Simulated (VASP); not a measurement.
Set up this calculation in VASP 6.6.1, as the native input.

- Task: single point
- Functional: PBE
- Potentials or basis: VASP PAW PBE potentials, release 64 (Mg, F)
- Cutoff: 600 eV
- k mesh: 6 × 6 × 8
- Occupations: fermi-dirac, width 0.02 eV
- Spin: no spin polarisation
- Dipole correction: no
- Further INCAR settings: ALGO = Normal; EDIFF = 1e-06; NBANDS = 25

The structure of MgF2 lies in POSCAR:

```
MgF2
1.0
    4.6218997681      0.0000000000      0.0000000000
    0.0000000000      4.5818804161      0.0000000000
    0.0000000000      0.0000000000      3.0461460127
Mg F
2 4
Direct
    0.5000000000      0.5000000000      0.5000000000
    0.0000000000      0.0000000000      0.0000000000
    0.8044592280      0.1986597024      0.5000000000
    0.1955407720      0.8013402976      0.5000000000
    0.3044592280      0.3013402976      0.0000000000
    0.6955407720      0.6986597024      0.0000000000
```

This cell differs from its parent crystal: uniaxial y strain -0.9%.

The input as run:

INCAR

```
  PREC = Accurate
  ENCUT = 600
  EDIFF = 1E-6
  ISMEAR = -1
  SIGMA = 0.02
  LREAL = False
  LASPH = True
  NELM = 120
  ALGO = Normal
  ISIF = 2
  LWAVE = False
  LCHARG = True
  GGA = PE
  LELF = True
  LVHAR = True
  NBANDS = 25
  GGA_COMPAT = False
```

KPOINTS

```
Automatic mesh
0
Gamma
  6 6 8
```

Potentials or basis: VASP PAW PBE potentials, release 64 (Mg, F).

Launch:

```console
$ cat potpaw_PBE.64/Mg/POTCAR potpaw_PBE.64/F/POTCAR > POTCAR
$ mpirun -np 1 vasp_std > vasp.out
```

Results of the run:

```json
{
 "Pressure": "4.8 GPa",
 "Largest force": "0.025 eV/Å",
 "Band gap on the k mesh": "7.18 eV"
}
```

Caveat: the cell differs from its parent crystal (uniaxial y strain -0.9%); the cell stands under pressure.

It took 51 s on 1 thread of Intel(R) Xeon(R) 6975P-C (Granite Rapids) (shared host), peak memory 0.27 GiB.
